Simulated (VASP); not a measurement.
# Y (P6_3/mmc) in VASP: further runs, part 2 of 2

VASP 6.6.1.

### Step 4. Single point, LDA (functional lda, volume scaled by 0.96)

File INCAR:

```
PREC = Accurate
ENCUT = 520
EDIFF = 1E-6
ISMEAR = -1
SIGMA = 0.08
LREAL = F
LASPH = T
NELM = 80
ALGO = Normal
ISIF = 2
LWAVE = F
LCHARG = T
GGA = CA
LELF = T
LVHAR = T
NBANDS = 18
```

File KPOINTS:

```
regular mesh
0
Gamma
  12 12 7
```

File POSCAR:

```
Y
1.0
    3.6021486032      0.0000000000      0.0000000000
   -1.8010743015      3.1195521985      0.0000000000
    0.0000000000      0.0000000000      5.6697229104
Y
2
Direct
    0.3333333333      0.6666666667      0.2500000000
    0.6666666667      0.3333333333      0.7500000000
```

Potentials or basis: VASP PAW LDA potentials, release 64 (Y_sv).

Launch:

```sh
> cat potpaw_LDA.64/Y_sv/POTCAR > POTCAR
> mpirun -np 1 vasp_std > vasp.out
```

OUTCAR:

```text
PREC = Accurate
   ENCUT = 520
   EDIFF = 1E-6
   ISMEAR = -1
   LREAL = F
   LASPH = T
   NELM = 80
   ISIF = 2
   GGA = CA

 ion  position               nearest neighbor table
   1  0.333  0.667  0.250-   2 3.52   2 3.52   2 3.52   2 3.52   2 3.52   2 3.52
   2  0.667  0.333  0.750-   1 3.52   1 3.52   1 3.52   1 3.52   1 3.52   1 3.52

  LATTYP: Found a hexagonal cell.
 ALAT       =     3.6021486032
 C/A-ratio  =     1.5739836234

  Lattice vectors:

 A1 = (   3.6021486032,   0.0000000000,   0.0000000000)
 A2 = (  -1.8010743015,   3.1195521985,   0.0000000000)
 A3 = (   0.0000000000,   0.0000000000,   5.6697229104)

Analysis of symmetry for initial positions (statically):
=====================================================================
 Subroutine PRICEL returns:
 Original cell was already a primitive cell.

 Routine SETGRP: Setting up the symmetry group for a
 hexagonal supercell.

 Subroutine GETGRP returns: Found 24 space group operations
 (whereof 12 operations were pure point group operations)
 out of a pool of 24 trial point group operations.

The static configuration has the point symmetry D_3d.
[... 161 lines left out ...]
  energy without entropy =      -13.81349016  energy(sigma->0) =      -13.85476404

 E-fermi :   2.9794     XC(G=0):  -9.7613

 val. band max:        2.9787470263   @ k =   0.5000   0.0000   0.0000
 cond. band min:       2.9996658786   @ k =   0.3333   0.0833   0.0000
 fundamental gap:      0.0209188523
 Fermi energy:         2.9794087460

 k-point     1 :       0.0000    0.0000    0.0000
  band No.  band energies     occupation
      1     -39.4021      2.00000
      2     -39.3170      2.00000
      3     -19.8465      2.00000
      4     -19.3086      2.00000
      5     -19.3086      2.00000
      6     -19.2099      2.00000
[... 481 lines left out ...]
      5     -19.5357      2.00000
      6     -19.4023      2.00000
[... 10 lines left out ...]
     17       6.9062      0.00000
     18       7.1194      0.00000

 [... further k-points ...]

------------------------ aborting loop because EDIFF is reached ----------------------------------------

  FORCE on cell =-STRESS in cart. coord.  units (eV):
  Direction    XX          YY          ZZ          XY          YZ          ZX
  --------------------------------------------------------------------------------------
  -------------------------------------------------------------------------------------
  Total       -0.9628305     -0.9628305     -1.1740594     -0.0000000      0.0000000      0.0000000
  in kB      -24.2127824    -24.2127824    -29.5246615     -0.0000000      0.0000000      0.0000000
  external PRESSURE =     -25.9834087 kB  Pullay stress =       0.0000000 kB

 VOLUME and BASIS-vectors are now :
 -----------------------------------------------------------------------------
  energy-cutoff  :      520.00
  volume of cell :       63.71
      direct lattice vectors                 reciprocal lattice vectors
     3.602148603  0.000000000  0.000000000     0.277612089  0.160279415  0.000000000
    -1.801074301  3.119552199  0.000000000     0.000000000  0.320558829  0.000000000
     0.000000000  0.000000000  5.669722910     0.000000000  0.000000000  0.176375462

 POSITION                                       TOTAL-FORCE (eV/Angst)
 -----------------------------------------------------------------------------------
     -0.00000      2.07970      1.41743        -0.000000     -0.000000      0.000000
      1.80107      1.03985      4.25229         0.000000      0.000000      0.000000
 -----------------------------------------------------------------------------------
    total drift:                               -0.000000      0.000000     -0.000000

  FREE ENERGIE OF THE ION-ELECTRON SYSTEM (eV)
  ---------------------------------------------------
  free  energy   TOTEN  =       -13.8960379075 eV

  energy  without entropy=      -13.8134901643  energy(sigma->0) =      -13.85476404
```

OSZICAR:

```text
N       E                     dE             d eps       ncg     rms          rms(c)
DAV:   1     0.876117891489E+02    0.87612E+02   -0.11377E+04  2736   0.116E+03
DAV:   2    -0.691330893964E+01   -0.94525E+02   -0.92959E+02  3420   0.258E+02
DAV:   3    -0.140911144426E+02   -0.71778E+01   -0.71184E+01  4736   0.431E+01
DAV:   4    -0.143150580897E+02   -0.22394E+00   -0.22364E+00  3406   0.738E+00
DAV:   5    -0.143212470342E+02   -0.61889E-02   -0.61865E-02  3956   0.923E-01    0.338E+01
DAV:   6    -0.139737125333E+02    0.34753E+00   -0.41550E-01  3018   0.380E+00    0.209E+01
DAV:   7    -0.139091501944E+02    0.64562E-01   -0.79913E-01  3822   0.469E+00    0.163E+00
DAV:   8    -0.138960847968E+02    0.13065E-01   -0.12465E-01  3368   0.207E+00    0.472E-01
DAV:   9    -0.138960436492E+02    0.41148E-04   -0.42458E-03  3622   0.417E-01    0.156E-01
DAV:  10    -0.138960370347E+02    0.66145E-05   -0.52665E-04  3334   0.185E-01    0.770E-02
DAV:  11    -0.138960397353E+02   -0.27006E-05   -0.35048E-05  4126   0.386E-02    0.711E-02
DAV:  12    -0.138960382629E+02    0.14723E-05   -0.84212E-06  3088   0.220E-02    0.240E-02
DAV:  13    -0.138960379075E+02    0.35546E-06   -0.64565E-07  1712   0.701E-03
   1 F= -.13896038E+02 E0= -.13854764E+02  d E =-.825477E-01
```

It took 84 s on 1 thread of Oxide Virtual Turin-like, shared host; peak memory 0.18 GiB.

What came out:

- Free energy: -13.8960 eV
- Pressure: -2.6 GPa
- Band gap on the k mesh: zero (band 11 reaches 4.02 eV, above the bottom of band 12 at 2.57 eV)

Caveat: the cell differs from its parent crystal (functional lda, volume scaled by 0.96).

### Step 5. Single point, PBEsol

This run uses another cell than the first one, of 33.18 Å³/atom, 1.085 times its volume.

File INCAR:

```
PREC     = Accurate       # precision mode
ENCUT    = 520            # plane-wave cutoff, eV
EDIFF    = 1E-6           # SCF threshold, eV
ISMEAR   = -1             # smearing method
SIGMA    = 0.08           # smearing width, eV
LREAL    = False          # projectors in reciprocal space
LASPH    = True           # aspherical terms in the spheres
NELM     = 100            # most SCF steps
ALGO     = Normal         # electronic algorithm
ISIF     = 2              # what is computed and relaxed
LWAVE    = False          # write WAVECAR
LCHARG   = False          # write CHGCAR
GGA      = PS             # functional
NBANDS   = 18             # bands
```

KPOINTS is that of step 4.

File POSCAR:

```
Y
1.0
    3.6514992371      0.0000000000      0.0000000000
   -1.8257496185      3.1622911012      0.0000000000
    0.0000000000      0.0000000000      5.7474000000
Y
2
Direct
    0.3333333333      0.6666666667      0.2500000000
    0.6666666667      0.3333333333      0.7500000000
```

Potentials or basis: VASP PAW PBE potentials, release 64 (Y_sv).

Launch:

```sh
> cat potpaw_PBE.64/Y_sv/POTCAR > POTCAR
> mpirun -np 1 vasp_std > vasp.out
```

Run time: 2 min. Hardware: 1 thread of Oxide Virtual Turin-like, shared host; peak memory 0.22 GiB.

The run converged. Its results:

```
Free energy            : -13.6486 eV
Pressure               : -2.3 GPa
Band gap on the k mesh : zero (band 11 reaches 3.69 eV, above the bottom of band 12 at 2.40 eV)
```

Stress tensor (GPa, compression positive):
```
-2.10  0.00  0.00
 0.00 -2.10  0.00
 0.00  0.00 -2.67
```

Levels at points of the mesh, in eV from the Fermi level:
```tsv
k point	band 7	band 8	band 9	band 10	band 11	band 12	band 13	band 14	band 15	band 16
(0.00, 0.00, 0.00)	-22.36	-22.33	-4.69	-1.86	0.85	1.74	1.74	2.00	2.33	2.33
(0.50, 0.00, 0.00)	-22.48	-22.41	-1.68	-1.17	-0.80	-0.10	1.36	1.47	2.02	4.98
```

Caveat: the PAW data sets were made with another functional, which shifts forces and pressure a little.

### Step 6. Single point, PBE

This run uses another cell than the first one, of 33.18 Å³/atom, 1.085 times its volume.

File INCAR:

```
ALGO = Normal
EDIFF = 1E-6
ENCUT = 520
GGA = PE
ISIF = 2
ISMEAR = -1
LASPH = T
LCHARG = T
LELF = T
LREAL = F
LVHAR = T
LWAVE = F
NBANDS = 18
NELM = 80
PREC = Accurate
SIGMA = 0.08
```

File KPOINTS:

```
k-points
0
Gamma
  12 12 7
```

POSCAR is that of step 5.

Potentials or basis: VASP PAW PBE potentials, release 64 (Y_sv).

Launch:

```sh
> cat potpaw_PBE.64/Y_sv/POTCAR > POTCAR
> mpirun -np 1 vasp_std > vasp.out
```

It took 1.9 min on 1 thread of Oxide Virtual Turin-like, shared host; peak memory 0.21 GiB.

Results (log left out):

```yaml
Free_energy: -12.9050 eV
Pressure: -0.4 GPa
Band_gap_on_the_k_mesh: zero (band 11 reaches 3.79 eV, above the bottom of band 12 at 2.51 eV)
```

Stress tensor (GPa, compression positive):
```
-0.23  0.00  0.00
 0.00 -0.23  0.00
 0.00  0.00 -0.77
```

Levels at points of the mesh, in eV from the Fermi level:
| k point | band 7 | band 8 | band 9 | band 10 | band 11 | band 12 | band 13 | band 14 | band 15 | band 16 |
| --- | --- | --- | --- | --- | --- | --- | --- | --- | --- | --- |
| (0.00, 0.00, 0.00) | -22.43 | -22.40 | -4.67 | -1.85 | 0.83 | 1.75 | 1.75 | 2.01 | 2.34 | 2.34 |
| (0.50, 0.00, 0.00) | -22.55 | -22.49 | -1.67 | -1.16 | -0.80 | -0.11 | 1.37 | 1.48 | 2.03 | 4.98 |

### Step 7. Summary

```csv
level,potentials or basis,cell,gap on the mesh (eV),pressure (GPa)
PBE,"VASP PAW PBE potentials, release 64 (Y_sv)","a = 3.505, b = 3.505, c = 5.747 Å, angles 90.0, 90.0, 120.0°, 2 atoms",none,3.1
PBE,"VASP PAW PBE potentials, release 64 (Y_sv)","a = 3.679, b = 3.679, c = 5.661 Å, angles 90.0, 90.0, 120.0°, 2 atoms",none,-0.4
LDA,"VASP PAW LDA potentials, release 64 (Y_sv)","a = 3.602, b = 3.602, c = 5.670 Å, angles 90.0, 90.0, 120.0°, 2 atoms",none,-2.6
PBEsol,"VASP PAW PBE potentials, release 64 (Y_sv)","a = 3.651, b = 3.651, c = 5.747 Å, angles 90.0, 90.0, 120.0°, 2 atoms",none,-2.3
PBE,"VASP PAW PBE potentials, release 64 (Y_sv)","a = 3.651, b = 3.651, c = 5.747 Å, angles 90.0, 90.0, 120.0°, 2 atoms",none,-0.4
```

Alike in all rows: task single point; no spin polarisation; k mesh 12 × 12 × 7; cutoff (eV) 520; smearing fermi-dirac 0.08 eV.

Caveats: the PAW data sets were made with another functional, which shifts forces and pressure a little (some runs).

Total energies depend on the potentials used, so only differences within one code and one set of settings carry meaning.
